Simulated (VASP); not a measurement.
# Al3GaN4 (P1) in VASP: single point with HSE06

Aim: the single point of Al3GaN4 with HSE06.

All numbers are computed with VASP 6.6.1; they aren't measurements. Logs are shortened: lines on timing, memory, paths and dates and some standing lists are left out, and cuts for length are marked.

### Step 1. The cell of the first run

The typed cell holds 64 atoms: a = 8.815 Å, b = 8.815 Å, c = 8.815 Å, α = 90.00°, β = 90.00°, γ = 90.00°.

### Step 2. Single point, HSE06

Contents of POSCAR:

```
Al3GaN4
1.0
    8.8147860000      0.0000000000      0.0000000000
    0.0000000000      8.8147860000      0.0000000000
    0.0000000000      0.0000000000      8.8147860000
Ga Al N
8 24 32
Direct
    0.0001470000      0.0013720000      0.0022340000
    0.5005180000      0.0014630000      0.0023180000
    0.5012000000      0.4991630000      0.4992910000
    0.2503140000      0.0021310000      0.7480180000
    0.2495630000      0.4999790000      0.2490150000
    0.7505700000      0.0021450000      0.7479720000
    0.9999790000      0.7479650000      0.7487200000
    0.5002240000      0.7487880000      0.7495180000
    0.0002630000      0.0010330000      0.4970430000
    0.9996090000      0.4990990000      0.9997890000
    0.9991270000      0.4993210000      0.4990230000
    0.5004200000      0.0010740000      0.4970410000
    0.5010730000      0.4993250000      0.9997410000
    0.2499170000      0.2519170000      0.0000190000
    0.2495410000      0.2498990000      0.4987510000
    0.2503290000      0.7484970000      0.0010670000
    0.2490520000      0.7503080000      0.4979760000
    0.7502890000      0.2525700000      0.0006270000
    0.7511190000      0.2504350000      0.4983820000
    0.7505500000      0.7478700000      0.0017770000
    0.7507660000      0.7498430000      0.4968770000
    0.2501620000      0.0003430000      0.2509740000
    0.2494650000      0.4986210000      0.7498150000
    0.7504850000      0.0004240000      0.2510060000
    0.7509980000      0.5000150000      0.2487980000
    0.7510060000      0.4983300000      0.7499740000
    0.9992860000      0.2505650000      0.2501060000
    0.0003110000      0.2524830000      0.7485580000
    0.9994950000      0.7497850000      0.2503180000
    0.5007780000      0.2499570000      0.2498230000
    0.5006060000      0.2517570000      0.7491420000
    0.5012660000      0.7504990000      0.2493470000
    0.1290810000      0.1293110000      0.1289310000
    0.1210640000      0.1284170000      0.6211140000
    0.1209790000      0.6276690000      0.1219650000
    0.1286410000      0.6211520000      0.6207460000
    0.6298010000      0.1287410000      0.1285720000
    0.6216970000      0.1291430000      0.6206340000
    0.6248080000      0.6244750000      0.1254400000
    0.6324280000      0.6246870000      0.6245130000
    0.3787810000      0.3724980000      0.1224640000
    0.3721090000      0.3723070000      0.6268470000
    0.3721150000      0.8724480000      0.1281770000
    0.3755680000      0.8753100000      0.6181940000
    0.8761530000      0.3756020000      0.1252500000
    0.8749110000      0.3753950000      0.6242280000
    0.8718620000      0.8724800000      0.1284650000
    0.8758380000      0.8753330000      0.6179490000
    0.3753240000      0.1261300000      0.3742640000
    0.3759190000      0.1313920000      0.8750810000
    0.3758980000      0.6304010000      0.3743440000
    0.3721190000      0.6212940000      0.8777430000
    0.8754230000      0.1254430000      0.3743170000
    0.8758750000      0.1320730000      0.8750160000
    0.8756460000      0.6244370000      0.3742060000
    0.8721750000      0.6214630000      0.8777590000
    0.1222630000      0.3726290000      0.3771490000
    0.1247070000      0.3754730000      0.8751640000
    0.1246720000      0.8754270000      0.3741760000
    0.1281130000      0.8728410000      0.8772300000
    0.6287640000      0.3725200000      0.3710190000
    0.6255340000      0.3754330000      0.8745820000
    0.6254720000      0.8755830000      0.3742790000
    0.6286150000      0.8729600000      0.8780370000
```

Contents of INCAR.step1:

```
ALGO = Normal
EDIFF = 1E-5
ENCUT = 520
GGA = PE
ISIF = 2
ISMEAR = -1
ISYM = 0
LASPH = T
LCHARG = F
LREAL = Auto
LUSENCCL = F
LWAVE = T
NBANDS = 206
NELM = 80
PREC = Accurate
SIGMA = 0.05
```

Contents of INCAR.step2:

```
ALGO = Normal
EDIFF = 1E-6
ENCUT = 520
GGA = PE
HFSCREEN = 0.2079
ISIF = 2
ISMEAR = -1
ISTART = 1
ISYM = 0
LASPH = T
LCHARG = F
LHFCALC = T
LREAL = Auto
LUSENCCL = F
LWAVE = F
NBANDS = 206
NELM = 80
PREC = Accurate
PRECFOCK = Fast
SIGMA = 0.05
```

Contents of KPOINTS:

```
Automatic mesh
0
Gamma
  1 1 1
  0.25 0.25 0.25
```

Potentials or basis: VASP PAW PBE potentials, release 64 (Ga_d, Al, N).

Run with:

```
$ cat potpaw_PBE.64/Ga_d/POTCAR potpaw_PBE.64/Al/POTCAR potpaw_PBE.64/N/POTCAR > POTCAR
$ cp INCAR.step1 INCAR
$ mpirun -np 1 vasp_std > vasp.out
$ cp INCAR.step2 INCAR
$ mpirun -np 1 vasp_std > vasp.out
```

OUTCAR:

```text
EDIFF = 1E-6
   ENCUT = 520
   GGA = PE
   HFSCREEN = 0.2079
   ISIF = 2
   ISMEAR = -1
   ISTART = 1
   ISYM = 0
   LASPH = T
   LHFCALC = T
   LREAL = Auto
   NELM = 80
   PREC = Accurate
   PRECFOCK = Fast

 ion  position               nearest neighbor table
   1  0.000  0.001  0.002-  60 1.94  54 1.95  47 1.95  33 1.95  27 3.10  24 3.11  22 3.11  29 3.11
                            14 3.12  18 3.12  16 3.14  20 3.14
   2  0.501  0.001  0.002-  64 1.94  50 1.94  37 1.95  43 1.95  30 3.09  32 3.10  24 3.11  22 3.11
                            18 3.12  14 3.12  16 3.14  31 3.14  20 3.14
   3  0.501  0.499  0.499-  51 1.94  40 1.94  61 1.95  42 1.95  31 3.10  19 3.11  30 3.11  21 3.12
                            25 3.12  26 3.12  15 3.12  32 3.12  23 3.13  17 3.14
   4  0.250  0.002  0.748-  60 1.94  44 1.94  50 1.94  34 1.95  15 3.10  31 3.12  28 3.12   9 3.12
                            12 3.12  14 3.13  17 3.13
   5  0.250  0.500  0.249-  51 1.94  57 1.95  41 1.95  35 1.95  16 3.09  14 3.10  10 3.11  17 3.11
                            27 3.11  15 3.12  29 3.12  11 3.12  13 3.12  30 3.12  32 3.13
   6  0.751  0.002  0.748-  64 1.94  48 1.94  54 1.95  38 1.95  19 3.10  31 3.11  28 3.12   9 3.12
                            12 3.12  18 3.14  21 3.14
   7  1.000  0.748  0.749-  60 1.94  48 1.95  56 1.95  36 1.95  11 3.11  26 3.11  23 3.11  17 3.12
                            10 3.12  21 3.12  20 3.13  16 3.13
   8  0.500  0.749  0.750-  64 1.94  40 1.94  44 1.95  52 1.95  13 3.11  23 3.12  26 3.12  16 3.13
                            20 3.13  17 3.13  21 3.14
   9  0.000  0.001  0.497-  48 1.89  53 1.89  34 1.89  59 1.90  24 3.09  22 3.09  27 3.09  29 3.10
                            15 3.10  19 3.11  17 3.11   6 3.12  21 3.12   4 3.12  28 3.13
  10  1.000  0.499  1.000-  56 1.89  35 1.89  45 1.90  58 1.90  18 3.09  14 3.10  25 3.10  20 3.10
                            28 3.10  26 3.11  27 3.11   5 3.11  23 3.12   7 3.12  16 3.12  29 3.12
  11  0.999  0.499  0.499-  57 1.89  36 1.90  46 1.90  55 1.90  28 3.09  19 3.10  27 3.10   7 3.11
                            25 3.11  21 3.11  26 3.11  29 3.11  15 3.12   5 3.12  17 3.12  23 3.12
  12  0.500  0.001  0.497-  44 1.89  49 1.90  38 1.90  63 1.90  30 3.09  24 3.09  22 3.09  32 3.11
                            15 3.11  19 3.12   6 3.12   4 3.12  21 3.13  17 3.13  31 3.13
  13  0.501  0.499  1.000-  41 1.89  52 1.90  62 1.90  39 1.91  18 3.09  20 3.10  31 3.11  14 3.11
                            25 3.11  30 3.11   8 3.11  26 3.11  16 3.12  32 3.12   5 3.12  23 3.13
  14  0.250  0.252  0.000-  50 1.89  41 1.89  33 1.90  58 1.90  23 3.10   5 3.10  10 3.10  13 3.11
                             1 3.12  30 3.12  27 3.12   2 3.12  28 3.12  31 3.13   4 3.13  22 3.13
  15  0.250  0.250  0.499-  57 1.89  34 1.90  42 1.90  49 1.90   4 3.10  22 3.10   9 3.10  27 3.11
                            28 3.11  12 3.11  23 3.12   5 3.12  11 3.12  30 3.12   3 3.12  31 3.13
  16  0.250  0.748  0.001-  60 1.89  35 1.89  52 1.90  43 1.90   5 3.09  32 3.11  13 3.12  29 3.12
[... 63 lines left out ...]
  63  0.625  0.876  0.374-  24 1.90  12 1.90  21 1.90  32 1.90
  64  0.629  0.873  0.878-  20 1.89   2 1.94   8 1.94   6 1.94

IMPORTANT INFORMATION: All symmetrisations will be switched off!
NOSYMM: (Re-)initialisation of all symmetry stuff for point group C_1.

----------------------------------------------------------------------------------------

                                     Primitive cell

  volume of cell :     684.9129

  direct lattice vectors                    reciprocal lattice vectors
     8.814786000  0.000000000  0.000000000     0.113445749  0.000000000  0.000000000
     0.000000000  8.814786000  0.000000000     0.000000000  0.113445749  0.000000000
     0.000000000  0.000000000  8.814786000     0.000000000  0.000000000  0.113445749

  length of vectors
     8.814786000  8.814786000  8.814786000     0.113445749  0.113445749  0.113445749

  position of ions in fractional coordinates (direct lattice)
     0.000147000  0.001372000  0.002234000
     0.500518000  0.001463000  0.002318000
     0.501200000  0.499163000  0.499291000
     0.250314000  0.002131000  0.748018000
     0.249563000  0.499979000  0.249015000
     0.750570000  0.002145000  0.747972000
[... 56 lines left out ...]
     0.625472000  0.875583000  0.374279000
     0.628615000  0.872960000  0.878037000

  ion indices of the primitive-cell ions
   primitive index   ion index
                 1           1
                 2           2
                 3           3
                 4           4
                 5           5
                 6           6
[... 56 lines left out ...]
                63          63
                64          64
[... 35 lines left out ...]
   total plane-waves  NPLWV = 343000
   dimension x,y,z NGX =    70 NGY =   70 NGZ =   70
   dimension x,y,z NGXF=   140 NGYF=  140 NGZF=  140
   ions per type =               8  24  32
   NGX,Y,Z   is equivalent  to a cutoff of  13.20, 13.20, 13.20 a.u.
   NGXF,Y,Z  is equivalent  to a cutoff of  26.40, 26.40, 26.40 a.u.
 SYSTEM =  unknown system
   PREC   = accura    normal or accurate (medium, high low for compatibility)
   ISTART =      1    job   : 0-new  1-cont  2-samecut
   ICHARG =      0    charge: 1-file 2-atom 10-const
   ISPIN  =      1    spin polarized calculation?
   LNONCOLLINEAR =      F non collinear calculations
   LSORBIT =      F    spin-orbit coupling
   LASPH  =      T    aspherical Exc in radial PAW
   ENCUT  =  520.0 eV  38.22 Ry    6.18 a.u.  16.39 16.39 16.39*2*pi/ulx,y,z
   NELM   =     80;   NELMIN=  2; NELMDL=  0     # of ELM steps
   EDIFF  = 0.1E-05   stopping-criterion for ELM
   LREAL  =      T    real-space projection
   EDIFFG = 0.1E-04   stopping-criterion for IOM
   NSW    =      0    number of steps for IOM
   IBRION =     -1    ionic relax: 0-MD 1-quasi-New 2-CG
   NFREE  =      0    steps in history (QN), initial steepest desc. (CG)
   ISIF   =      2    stress and relaxation
   ISYM   =      0    0-nonsym 1-usesym 2-fastsym
   POTIM  = 0.5000    time-step for ionic-motion
   TEBEG  =    0.0;   TEEND  =   0.0 temperature during run
   PSTRESS=    0.0 pullay stress
   NELECT =     336.0000    total number of electrons
   NUPDOWN=      -1.0000    fix difference up-down
   EMIN   =  10.00;   EMAX   =-10.00  energy-range for DOS
   EFERMI =   0.00;   METHOD = LEGACY
   ISMEAR =    -1;   SIGMA  =   0.05  broadening in eV -4-tet -1-fermi 0-gaus
   EFERMI_NEDOS =   21; number of points for ismear=-14 and -15
   IALGO  =     38    algorithm
   IMIX   =      1    mixing-type and parameters
     AMIX     =   0.40;   BMIX     =  1.00
     AMIX_MAG =   1.60;   BMIX_MAG =  1.00
  volume/ion in A,a.u.               =      10.70        72.22
  Fermi-wavevector in a.u.,A,eV,Ry     =   1.291148  2.439917 22.681784  1.667064
  Thomas-Fermi vector in A             =   2.422936
   LORBIT       =      0    0 simple, 1 ext, 2 COOP (PROOUT), +10 PAW based schemes
   GGA     = PE    functional components
   LHFCALC =     T    Hartree Fock is set to
   PRECFOCK=fast      Normal, Fast or Accurate (Low or Medium for compatibility)
   ENCUT4O =  -1.0   cutoff for four orbital integrals eV
   NKREDX  =     1    reduce k-point grid by
   NKREDY  =     1    reduce k-point grid by
   NKREDZ  =     1    reduce k-point grid by
   AEXX    =    0.2500 exact exchange contribution
   HFSCREEN=    0.2079 screening length (either q_TF or 0.3 A-1)
   HFSCREENC=   0.2079 screening length for correlation (either q_TF or 0.3 A-1)
   ENCUTFOCK=  -1.0 apply spherical cutoff to Coloumb kernel
   IVDW    =     0    specifies the selected vdW correction
   LEPSILON=     F    determine dielectric tensor
   LRPA    =     F    only Hartree local field effects (RPA)
 non-spin polarized calculation
  energy-cutoff  :      520.00
  volume of cell :      684.91
 maximum number of plane-waves:     18430
 NGX is ok and might be reduce to    70
  NGX = 36; NGY = 36; NGZ = 36

 number of electron     336.0000040 magnetization

 Free energy of the ion-electron system (eV)
  ---------------------------------------------------
  ext. energy  EPLUGINS =         0.00000000
  ---------------------------------------------------
  free energy    TOTEN  =      -535.37094935 eV

  energy without entropy =     -535.37094935  energy(sigma->0) =     -535.37094935

 E-fermi :   6.0506     XC(G=0):  -9.1542

 val. band max:        4.8514062754   @ k =  -0.2500  -0.2500   0.2500
 cond. band min:      10.2426926669   @ k =  -0.2500   0.2500   0.2500
 fundamental gap:      5.3912863915
 Fermi energy:         6.0506400324

 k-point     1 :       0.2500    0.2500    0.2500
  band No.  band energies     occupation
      1     -11.6492      2.00000
      2     -11.2917      2.00000
      3     -11.2740      2.00000
      4     -11.2211      2.00000
      5     -11.1531      2.00000
      6     -11.0569      2.00000
[... 721 lines left out ...]
    179      11.9736      0.00000
    180      12.0118      0.00000
 [bands above 180 left out]

------------------------ aborting loop because EDIFF is reached ----------------------------------------

  FORCE on cell =-STRESS in cart. coord.  units (eV):
  Direction    XX          YY          ZZ          XY          YZ          ZX
  --------------------------------------------------------------------------------------
  -------------------------------------------------------------------------------------
  Total       -6.1214650     -6.2704441     -6.2113686     -0.3317707     -0.2603787     -0.2403860
  in kB      -14.3195916    -14.6680898    -14.5298979     -0.7760923     -0.6090889     -0.5623212
  external PRESSURE =     -14.5058598 kB  Pullay stress =       0.0000000 kB

 VOLUME and BASIS-vectors are now :
 -----------------------------------------------------------------------------
  energy-cutoff  :      520.00
  volume of cell :      684.91
      direct lattice vectors                 reciprocal lattice vectors
     8.814786000  0.000000000  0.000000000     0.113445749  0.000000000  0.000000000
     0.000000000  8.814786000  0.000000000     0.000000000  0.113445749  0.000000000
     0.000000000  0.000000000  8.814786000     0.000000000  0.000000000  0.113445749

 POSITION                                       TOTAL-FORCE (eV/Angst)
 -----------------------------------------------------------------------------------
      0.00130      0.01209      0.01969         0.018063     -0.005682     -0.002066
      4.41196      0.01290      0.02043         0.013956      0.005547     -0.002131
      4.41797      4.40002      4.40114         0.009697      0.010710     -0.000227
      2.20646      0.01878      6.59362        -0.002663     -0.000721     -0.000238
      2.19984      4.40721      2.19501        -0.003231      0.011980      0.004455
      6.61611      0.01891      6.59321         0.003426     -0.012197      0.001304
[... 56 lines left out ...]
      5.51340      7.71808      3.29919        -0.018709     -0.030933     -0.044654
      5.54111      7.69496      7.73971         0.033790     -0.050457      0.044142
 -----------------------------------------------------------------------------------
    total drift:                               -0.001478      0.004095      0.001259

  FREE ENERGIE OF THE ION-ELECTRON SYSTEM (eV)
  ---------------------------------------------------
  free  energy   TOTEN  =      -535.3709493510 eV

  energy  without entropy=     -535.3709493509  energy(sigma->0) =     -535.37094935
```

It took 11 min on 1 × NVIDIA H100 80GB with 1 thread of AMD EPYC 7R13 (Zen 3), shared host; peak memory 1.7 GiB.

Results:

```yaml
Free_energy: -535.3709 eV
Pressure: -1.5 GPa
Largest_force: 0.082 eV/Å
Band_gap_on_the_k_mesh: 5.39 eV (least direct gap 5.40 eV)
```

Forces on the atoms (eV/Å):
```
Ga   0.018 -0.006 -0.002
Ga   0.014  0.006 -0.002
Ga   0.010  0.011  0.000
Ga  -0.003 -0.001  0.000
Ga  -0.003  0.012  0.004
Ga   0.003 -0.012  0.001
Ga   0.000  0.008  0.000
Ga   0.017  0.013 -0.010
Al   0.001  0.022  0.034
Al  -0.001  0.039  0.019
Al   0.048 -0.003  0.020
Al   0.000  0.017  0.033
Al   0.003 -0.001  0.025
Al   0.057  0.000  0.010
Al  -0.013  0.001  0.043
Al  -0.030  0.039  0.020
Al   0.058  0.030 -0.002
Al   0.043  0.004  0.025
Al   0.011  0.007  0.006
Al   0.005  0.041  0.007
Al   0.035  0.030  0.051
Al   0.024  0.025  0.033
Al   0.007  0.000  0.024
Al   0.024  0.031  0.034
Al   0.028  0.003  0.034
Al   0.024  0.042  0.030
Al   0.047  0.009  0.056
Al   0.010 -0.002  0.024
Al   0.011  0.039  0.008
Al   0.058  0.003  0.005
Al  -0.011  0.005  0.039
Al  -0.014  0.036  0.051
N   -0.008  0.007 -0.005
N   -0.044  0.030 -0.044
N   -0.035  0.003 -0.039
N    0.022 -0.046 -0.038
N   -0.010 -0.006 -0.006
N   -0.042  0.030 -0.042
N   -0.027 -0.034 -0.021
N    0.053 -0.035 -0.027
N    0.026 -0.025 -0.035
N   -0.031 -0.025  0.018
N   -0.031 -0.047  0.025
N    0.010  0.010 -0.062
N   -0.025 -0.012 -0.030
N   -0.029 -0.005 -0.023
N   -0.041 -0.043  0.038
N    0.012  0.012 -0.079
N   -0.022 -0.022 -0.039
N   -0.026  0.057 -0.026
N   -0.019  0.041 -0.031
N   -0.027 -0.052  0.021
N   -0.023 -0.030 -0.046
N   -0.022  0.072 -0.021
N   -0.033 -0.034 -0.036
N   -0.039 -0.068  0.024
N   -0.059 -0.033  0.013
N   -0.026 -0.009 -0.024
N   -0.031 -0.026 -0.035
N    0.040 -0.046  0.034
N    0.015 -0.021 -0.040
N   -0.022 -0.009 -0.045
N   -0.019 -0.031 -0.045
N    0.034 -0.050  0.044
```

Caveat: the PAW data sets were made with another functional, which shifts forces and pressure a little; a shifted mesh leaves out Γ, where band edges can lie.
